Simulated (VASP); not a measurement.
Ru:

```xyz
2
Lattice="2.7059 0.0000 0.0000 -1.3530 2.3434 0.0000 0.0000 0.0000 4.2579" Properties=species:S:1:pos:R:3 pbc="T T T"
Ru    0.0000    1.5623    1.0645
Ru    1.3530    0.7811    3.1934
```

Base run:

* Program: VASP 6.6.1
* Functional: r2SCAN
* Potentials or basis: VASP PAW PBE potentials, release 64 (Ru_pv)
* Cutoff: 520 eV
* k mesh: 19 × 19 × 11
* Occupations: fermi-dirac, width 0.1 eV
* Spin: no spin polarisation

Its results: band gap on the k mesh zero (band 14 reaches 14.46 eV, above the bottom of band 15 at 11.07 eV); pressure 1.5 GPa.

Task: The run is repeated on the same cell with these changes: k mesh from 19 × 19 × 11 to 5 × 5 × 3. What comes out?

Result: Band gap on the k mesh zero (band 14 reaches 13.97 eV, above the bottom of band 15 at 11.37 eV); pressure 0.6 GPa.

Caveats: some runs use coarse meshes; the PAW data sets were made with another functional, which shifts forces and pressure a little.
